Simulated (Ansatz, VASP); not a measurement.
# Pt: VASP beside Ansatz

```
CELL_PARAMETERS angstrom
2.60415 0.00000 0.00000
0.00000 2.60415 0.00000
0.00000 0.00000 2.60415
ATOMIC_POSITIONS crystal
Pt 0.00000 0.00000 0.00000
```

Alike in both runs: functional r2SCAN; k mesh 12 × 12 × 12; occupations fermi-dirac, width 0.1 eV; no spin polarisation.

Ansatz relaxed the structure, and its values are those at the end. VASP's run is a single point on that final structure, the one shown.

|  | VASP | Ansatz |
| --- | --- | --- |
| version | VASP 6.6.1 | Ansatz 0.2.0 |
| potentials or method | VASP PAW PBE potentials, release 64 (Pt), cutoff 550 eV | plane waves (500 eV) with PAW, scalar-relativistic |
| valence electrons in the cell | 10 | 18 |

```csv
,VASP,Ansatz,Ansatz less VASP
pressure (GPa),0.5,0.0,-0.50
```

VASP's potentials were made for PBE, not for r2SCAN. The functional is the same, so the differences come from potentials, cutoffs and numerics. VASP's potentials hold 10 valence electrons a cell and Ansatz's 18, so a difference there can come from the potentials and not from the codes.

Spin-orbit coupling is off throughout.
